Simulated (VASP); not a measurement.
Crystal: TiB2.

```
Ti B
1.0
     3.02920    0.00000    0.00000
    -1.51460    2.62336    0.00000
     0.00000    0.00000    3.22840
Ti B
1 2
Cartesian
  0.0000 0.0000 0.0000
  1.5146 0.8745 1.6142
  0.0000 1.7489 1.6142
```

```yaml
Program: VASP 6.6.1
Task: relaxation of cell and atoms
Functional: RPBE
Dispersion: D3(BJ)
Potentials_or_basis: VASP PAW PBE potentials, release 64 (Ti_sv, B)
Cutoff: 600 eV
k_mesh: 10 × 10 × 8
Occupations: fermi-dirac, width 0.05 eV
Spin: no spin polarisation
```

At the start: pressure -34.3 GPa; volume 8.55 Å³/atom.

Task: How do energy, volume and symmetry change on relaxing?

Result: Over 9 steps the energy falls by 128.2 meV/atom and the volume is 7.48 Å³/atom (-12.6 %); space group P6/mmm (No. 191, to 0.1 Å) before and after.

Step by step:
| step | energy change (eV) | largest force (eV/Å) | pressure (GPa) | volume (Å³) |
| --- | --- | --- | --- | --- |
| 1 | 0.0000 | 0.0000 | -34.35 | 25.66 |
| 2 | 0.1563 | 0.0000 | 62.85 | 19.43 |
| 3 | -0.3775 | 0.0000 | -1.17 | 22.57 |
| 4 | -0.3778 | 0.0000 | -0.34 | 22.50 |
| 5 | -0.3778 | 0.0000 | 0.52 | 22.44 |
| 6 | -0.3844 | 0.0000 | 0.73 | 22.37 |
| 7 | -0.3844 | 0.0000 | 0.78 | 22.38 |
| 8 | -0.3844 | 0.0000 | -0.80 | 22.48 |
| 9 | -0.3846 | 0.0000 | 0.02 | 22.43 |

Final structure:
```
Ti B
1.0
     2.91210    0.00000    0.00000
    -1.45605    2.52195    0.00000
     0.00000    0.00000    3.05359
Ti B
1 2
Direct
  0.00000 0.00000 0.00000
  0.66667 0.33333 0.50000
  0.33333 0.66667 0.50000
```

Caveat: the dispersion term is far too large for a dense solid, which distorts pressure and volume; the PAW data sets were made with another functional, which shifts forces and pressure a little.
